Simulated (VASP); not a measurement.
A run of VASP 6.6.1 is set up as follows.

File INCAR:

```
PREC = Accurate ; ENCUT = 520
EDIFF = 1E-6 ; ISMEAR = 0
SIGMA = 0.1 ; LREAL = F
LASPH = T ; NELM = 60
ALGO = Normal ; ISIF = 2
LWAVE = F ; LCHARG = F
GGA = PE ; NBANDS = 20
```

Contents of KPOINTS:

```
regular mesh
0
Gamma
  10 10 10
```

The input POSCAR:

```
SbBr
1.0
    4.7025001079      0.0000000000      0.0000000000
    0.0000000000      4.7025001079      0.0000000000
    0.0000000000      0.0000000000      4.9677300998
Sb Br
2 2
Direct
    0.0000000000      0.5000000000      0.4413216458
    0.5000000000      0.0000000000      0.5586783542
    0.0000000000      0.0000000000      0.0000000000
    0.5000000000      0.5000000000      0.0000000000
```

Potentials or basis: VASP PAW PBE potentials, release 64 (Sb, Br).

The run is started by

```console
$ cat potpaw_PBE.64/Sb/POTCAR potpaw_PBE.64/Br/POTCAR > POTCAR
$ mpirun -np 1 vasp_std > vasp.out
```

Problem. Estimate the largest force.

Solution. 0.006 eV/Å.

Problem. Estimate the pressure.

Solution. -0.1 GPa.

Forces in eV/Å, atoms in the order of the input:
```
Sb   0.000  0.000 -0.006
Sb   0.000  0.000  0.006
Br   0.000  0.000  0.000
Br   0.000  0.000  0.000
```
